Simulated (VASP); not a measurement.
Crystal: GaSb.

```
Ga Sb
1.0
     7.19450    0.00000    0.00000
     0.00000    7.19450    0.00000
     0.00000    0.00000    3.92757
Ga Sb
4 4
Direct
  0.66924 0.66924 0.50000
  0.16924 0.83076 0.25000
  0.33076 0.33076 0.00000
  0.83076 0.16924 0.75000
  0.83076 0.83076 0.00000
  0.33076 0.66924 0.75000
  0.16924 0.16924 0.50000
  0.66924 0.33076 0.25000
```

- Program: VASP 6.6.1
- Task: relaxation of cell and atoms
- Functional: PBE
- Potentials or basis: VASP PAW PBE potentials, release 64 (Ga_d, Sb)
- Cutoff: 600 eV
- k mesh: 4 × 4 × 4
- Occupations: gaussian, width 0.1 eV
- Spin: no spin polarisation

At the start: pressure 9.8 GPa; volume 25.41 Å³/atom.

Task: Where does the relaxation end?

Result: Over 8 steps the energy falls by 126.8 meV/atom and the volume is 29.52 Å³/atom (+16.2 %); space group P4_12_12 (No. 92, to 0.05 Å).

The path:
```
step  energy change (eV)  largest force (eV/Å)  pressure (GPa)  volume (Å³)
   1              0.0000                0.1297            9.76       203.29
   2             -0.8800                0.2246           -2.29       252.14
   3             -0.9954                0.2101           -0.02       237.36
   4             -0.9953                0.2117           -0.14       238.08
   5             -1.0069                0.1221           -0.16       237.86
   6             -1.0131                0.0569           -0.17       237.51
   7             -1.0131                0.0495           -0.17       237.53
   8             -1.0145                0.0313            0.05       236.19
```

Final structure:
```
Ga Sb
1.0
     7.43558    0.00000    0.00000
     0.00000    7.43558    0.00000
     0.00000    0.00000    4.27208
Ga Sb
4 4
Direct
  0.67000 0.67000 0.50000
  0.17000 0.83000 0.25000
  0.33000 0.33000 0.00000
  0.83000 0.17000 0.75000
  0.82850 0.82850 0.00000
  0.32850 0.67150 0.75000
  0.17150 0.17150 0.50000
  0.67150 0.32850 0.25000
```

Caveat: the k points lie up to 0.37 Å⁻¹ apart in the final cell; the volume moved by over 15 % at a fixed basis, so the end points are rough.
